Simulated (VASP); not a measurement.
# MoS2 (P6_3/mmc) in VASP: notebook, part 2 of 2

VASP 6.6.1. The steps go on from the part before.

## Step 3: Relaxation of cell and atoms, revPBE+D3(BJ)

This run uses another cell than the first one, of 17.86 Å³/atom.

Input file INCAR:

```
PREC = Accurate ; ENCUT = 600
EDIFF = 1E-6 ; ISMEAR = -1
SIGMA = 0.05 ; LREAL = False
LASPH = True ; NELM = 100
ALGO = Normal ; ISIF = 3
LWAVE = False ; LCHARG = False
GGA = RE ; IVDW = 12
IBRION = 2 ; NSW = 60
EDIFFG = -0.01
```

Input file KPOINTS:

```
regular mesh
0
Gamma
  10 10 3
```

Input file POSCAR:

```
MoS2
1.0
    3.1690000000      0.0000000000      0.0000000000
   -1.5845000000      2.7444345046      0.0000000000
    0.0000000000      0.0000000000     12.3240000000
Mo S
2 4
Direct
    0.6666666667      0.3333333333      0.7500000000
    0.3333333333      0.6666666667      0.2500000000
    0.6666666667      0.3333333333      0.3770000000
    0.3333333333      0.6666666667      0.8770000000
    0.6666666667      0.3333333333      0.1230000000
    0.3333333333      0.6666666667      0.6230000000
```

Potentials or basis: VASP PAW PBE potentials, release 64 (Mo_sv, S).

Started as:

```
$ cat potpaw_PBE.64/Mo_sv/POTCAR potpaw_PBE.64/S/POTCAR > POTCAR
$ mpirun -np 1 vasp_std > vasp.out
```

OUTCAR:

```text
PREC = Accurate
   ENCUT = 600
   EDIFF = 1E-6
   ISMEAR = -1
   LREAL = False
   LASPH = True
   NELM = 100
   ISIF = 3
   GGA = RE
   IVDW = 12
   IBRION = 2
   NSW = 60
   EDIFFG = -0.01
 IVDW          = 12

 ion  position               nearest neighbor table
   1  0.667  0.333  0.750-   4 2.41   6 2.41   4 2.41   6 2.41   4 2.41   6 2.41
   2  0.333  0.667  0.250-   3 2.41   5 2.41   3 2.41   5 2.41   3 2.41   5 2.41
   3  0.667  0.333  0.377-   2 2.41   2 2.41   2 2.41
   4  0.333  0.667  0.877-   1 2.41   1 2.41   1 2.41
   5  0.667  0.333  0.123-   2 2.41   2 2.41   2 2.41
   6  0.333  0.667  0.623-   1 2.41   1 2.41   1 2.41

  LATTYP: Found a hexagonal cell.
 ALAT       =     3.1690000000
 C/A-ratio  =     3.8889239508

  Lattice vectors:

 A1 = (   3.1690000000,   0.0000000000,   0.0000000000)
 A2 = (  -1.5845000000,   2.7444345046,   0.0000000000)
 A3 = (   0.0000000000,   0.0000000000,  12.3240000000)

Analysis of symmetry for initial positions (statically):
=====================================================================
 Subroutine PRICEL returns:
 Original cell was already a primitive cell.

 Routine SETGRP: Setting up the symmetry group for a
 hexagonal supercell.

 Subroutine GETGRP returns: Found 24 space group operations
 (whereof 12 operations were pure point group operations)
 out of a pool of 24 trial point group operations.

The static configuration has the point symmetry D_3d.
 The point group associated with its full space group is D_6h.

Analysis of symmetry for dynamics (positions and initial velocities):
=====================================================================
 Subroutine PRICEL returns:
 Original cell was already a primitive cell.

 Routine SETGRP: Setting up the symmetry group for a
 hexagonal supercell.

 Subroutine GETGRP returns: Found 24 space group operations
 (whereof 12 operations were pure point group operations)
 out of a pool of 24 trial point group operations.

The dynamic configuration has the point symmetry D_3d.
 The point group associated with its full space group is D_6h.

[... 122 lines left out ...]
   EFERMI_NEDOS =   21; number of points for ismear=-14 and -15
   IALGO  =     38    algorithm
   IMIX   =      4    mixing-type and parameters
     AMIX     =   0.40;   BMIX     =  1.00
     AMIX_MAG =   1.60;   BMIX_MAG =  1.00
  volume/ion in A,a.u.               =      17.86       120.55
  Fermi-wavevector in a.u.,A,eV,Ry     =   1.286373  2.430893 22.514325  1.654756
  Thomas-Fermi vector in A             =   2.418452
   LORBIT       =      0    0 simple, 1 ext, 2 COOP (PROOUT), +10 PAW based schemes
   GGA     = RE    functional components
   LHFCALC =     F    Hartree Fock is set to
   AEXX    =    0.0000 exact exchange contribution
   IVDW    =    12    specifies the selected vdW correction
   LEPSILON=     F    determine dielectric tensor
   LRPA    =     F    only Hartree local field effects (RPA)
 conjugate gradient relaxation of ions
 non-spin polarized calculation
  energy-cutoff  :      600.00
  volume of cell :      107.18
 maximum number of plane-waves:      3613
 NGX is ok and might be reduce to    28
   NGX = 13   NGY = 13   NGZ = 49

--------------------------------------- Ionic step        1  -------------------------------------------

 number of electron      52.0000000 magnetization

 Free energy of the ion-electron system (eV)
  ---------------------------------------------------
  ext. energy  EPLUGINS =         0.00000000
  ---------------------------------------------------
  free energy    TOTEN  =       -41.39860804 eV

  energy without entropy =      -41.39860649  energy(sigma->0) =      -41.39860727

------------------------ aborting loop because EDIFF is reached ----------------------------------------

 Edisp (eV)   -4.95703

 E8    (eV) :    -3.3510
[... 117 lines left out ...]
  FREE ENERGIE OF THE ION-ELECTRON SYSTEM (eV)
  ---------------------------------------------------
  free  energy   TOTEN  =       -46.3912257312 eV

  energy  without entropy=      -46.3912240385  energy(sigma->0) =      -46.39122488

[... ionic steps 4 to 9 ...]

--------------------------------------- Ionic step       10  -------------------------------------------

 number of electron      52.0000002 magnetization

------------------------ aborting loop because EDIFF is reached ----------------------------------------
[... 83 lines left out ...]
--------------------------------------- Ionic step       12  -------------------------------------------

 number of electron      52.0000002 magnetization

 Free energy of the ion-electron system (eV)
  ---------------------------------------------------
  ext. energy  EPLUGINS =         0.00000000
  ---------------------------------------------------
  free energy    TOTEN  =       -41.07214211 eV

  energy without entropy =      -41.07212031  energy(sigma->0) =      -41.07213121

 E-fermi :   9.0409     XC(G=0): -11.2295

 val. band max:        8.7535338058   @ k =   0.0000   0.0000   0.0000
 cond. band min:       9.4181235091   @ k =   0.2000   0.2000   0.0000
 fundamental gap:      0.6645897033
 Fermi energy:         9.0408615032

 k-point     1 :       0.0000    0.0000    0.0000
  band No.  band energies     occupation
      1     -52.8830      2.00000
      2     -52.8830      2.00000
      3     -27.0614      2.00000
      4     -27.0611      2.00000
      5     -26.7970      2.00000
      6     -26.7970      2.00000
[... 805 lines left out ...]
     30      10.9409      0.00000
     31      11.5839      0.00000

 [... further k-points ...]

------------------------ aborting loop because EDIFF is reached ----------------------------------------

 Edisp (eV)   -5.38709

 E8    (eV) :    -3.6421
[... 29 lines left out ...]
  FREE ENERGIE OF THE ION-ELECTRON SYSTEM (eV)
  ---------------------------------------------------
  free  energy   TOTEN  =       -46.4592282848 eV

  energy  without entropy=      -46.4592064875  energy(sigma->0) =      -46.45921739

 reached required accuracy - stopping structural energy minimisation
```

Run time: 8.3 min. Hardware: 1 thread of Intel Xeon 6975P-C (Granite Rapids), shared host; peak memory 0.33 GiB.

Results:

| Quantity | Value |
| --- | --- |
| Free energy | -46.4592 eV |
| Relaxed volume | 16.52 Å³/atom |
| Relaxed cell | a = 3.127 Å, b = 3.127 Å, c = 11.705 Å, α = 90.00°, β = 90.00°, γ = 120.00° |
| Space group after relaxing (to 0.1 Å) | P6_3/mmc (No. 194) |
| Energy gained by relaxing | 17.3 meV/atom |
| Ionic steps | 12 |
| Pressure after relaxing | 0.0 GPa |
| Largest force after relaxing | 0.006 eV/Å |
| Band gap on the k mesh | 0.66 eV (least direct gap 1.93 eV) |
| Dispersion energy per atom | -0.898 eV |

Forces on the atoms (eV/Å):
```
Mo   0.000  0.000  0.000
Mo   0.000  0.000  0.000
S    0.000  0.000 -0.006
S    0.000  0.000 -0.006
S    0.000  0.000  0.006
S    0.000  0.000  0.006
```

Step by step:
| step | energy change (eV) | largest force (eV/Å) | pressure (GPa) | volume (Å³) |
| --- | --- | --- | --- | --- |
| 1 | 0.0000 | 0.0309 | -3.95 | 107.18 |
| 2 | 0.0418 | 1.0901 | 6.47 | 100.49 |
| 3 | -0.0356 | 0.4002 | -0.09 | 104.41 |
| 4 | -0.0555 | 0.1992 | -0.09 | 103.24 |
| 5 | -0.0592 | 0.0669 | -0.09 | 102.46 |
| 6 | -0.0768 | 0.0587 | -0.02 | 101.55 |
| 7 | -0.1026 | 0.0258 | 0.50 | 98.98 |
| 8 | -0.1028 | 0.0203 | 0.57 | 98.73 |
| 9 | -0.1007 | 0.1423 | -1.19 | 99.70 |
| 10 | -0.1034 | 0.0341 | -0.02 | 99.05 |
| 11 | -0.1036 | 0.0085 | 0.04 | 99.13 |
| 12 | -0.1036 | 0.0056 | 0.02 | 99.10 |

Final structure:
```
Mo S
1.0
     3.12678    0.00000    0.00000
    -1.56339    2.70787    0.00000
     0.00000    0.00000   11.70463
Mo S
2 4
Direct
  0.66667 0.33333 0.75000
  0.33333 0.66667 0.25000
  0.66667 0.33333 0.38398
  0.33333 0.66667 0.88398
  0.66667 0.33333 0.11602
  0.33333 0.66667 0.61602
```

Caveat: the PAW data sets were made with another functional, which shifts forces and pressure a little; an odd mesh through Γ misses points on the zone boundary, where band edges can lie.

## Step 4: Single point, PBEsol, non-collinear spin, zero start, spin-orbit coupling

This run uses another cell than the first one, of 17.86 Å³/atom.

Input file INCAR:

```
PREC = Accurate
ENCUT = 520
EDIFF = 1E-7
ISMEAR = -1
SIGMA = 0.05
LREAL = F
LASPH = T
NELM = 150
ALGO = Normal
ISIF = 2
LWAVE = F
LCHARG = T
LNONCOLLINEAR = T
MAGMOM = 0 0 0 0 0 0 0 0 0 0 0 0 0 0 0 0 0 0
LORBIT = 11
LSORBIT = T
GGA_COMPAT = F
LORBMOM = T
LMAXMIX = 4
GGA = PS
LVHAR = T
NBANDS = 68
```

KPOINTS is that of step 3.

POSCAR is that of step 3.

Started as:

```
$ cat potpaw_PBE.64/Mo_sv/POTCAR potpaw_PBE.64/S/POTCAR > POTCAR
$ mpirun -np 1 vasp_ncl > vasp.out
```

Wall time 4.9 min (1 thread of Intel Xeon 6975P-C (Granite Rapids), shared host); peak memory 0.59 GiB.

Results (log left out):

| Property | Result |
| --- | --- |
| Free energy | -47.0767 eV |
| Pressure | -3.0 GPa |
| Largest force | 0.309 eV/Å |
| Net moment | 0.00 μB per cell |
| Valence electrons inside the program's atomic spheres | Mo 12.47; S 3.67 |

Forces on the atoms (eV/Å):
```
Mo   0.000  0.000  0.000
Mo   0.000  0.000  0.000
S    0.000  0.000 -0.309
S    0.000  0.000 -0.309
S    0.000  0.000  0.309
S    0.000  0.000  0.309
```

Stress tensor (GPa, compression positive):
```
-3.26  0.00  0.00
 0.00 -3.26  0.00
 0.00  0.00 -2.37
```

Moments on the atoms (μB; x, y, z):
```
Mo  0.00 0.00 0.00
Mo  0.00 0.00 0.00
S   0.00 0.00 0.00
S   0.00 0.00 0.00
S   0.00 0.00 0.00
S   0.00 0.00 0.00
```

Caveat: the PAW data sets were made with another functional, which shifts forces and pressure a little; this functional lacks dispersion, which binds the layers, so the pressure and a relaxed spacing across them are unreliable.

## Step 5: The runs side by side

```tsv
task	level	spin	cell	cutoff (eV)	gap on the mesh (eV)	pressure (GPa)	largest force (eV/Å)
single point	BLYP	off	a = 3.263, b = 3.263, c = 19.170 Å, angles 90.0, 90.0, 120.0°, 6 atoms, atomic positions A	520	1.39	0.0	0.01
relaxation of cell and atoms	revPBE+D3(BJ)	off	relaxed from a = 3.169, b = 3.169, c = 12.324 Å, angles 90.0, 90.0, 120.0°, 6 atoms, atomic positions B	600	0.66	0.0	0.01
single point	PBEsol	non-collinear, zero start, SOC	a = 3.169, b = 3.169, c = 12.324 Å, angles 90.0, 90.0, 120.0°, 6 atoms, atomic positions B	520	-	-3.0	0.31
```

Alike in all rows: potentials or basis VASP PAW PBE potentials, release 64 (Mo_sv, S); k mesh 10 × 10 × 3; smearing fermi-dirac 0.05 eV.

Caveats: the PAW data sets were made with another functional, which shifts forces and pressure a little; an odd mesh through Γ misses points on the zone boundary, where band edges can lie (at least some runs); this functional lacks dispersion, which binds the layers, so the pressure and a relaxed spacing across them are unreliable (at least some runs).

Absolute energies hang on the potentials; compare differences alone.

## Step 6: Against experiment

Step 2. Against the measured gap of MoS2, 1.3 eV (indirect; 300 K; “Multiwavelength excitation Raman Scattering Analysis of bulk and 2 dimensional MoS2: Vibrational properties of atomically thin MoS2 layers”, 2015, arxiv:1506.03228), the calculated 1.39 eV is off by +0.09 eV. Spin-orbit coupling on Mo is left out. The value is that of BLYP on a finite k mesh, which can miss the band edges, without temperature or zero-point motion.
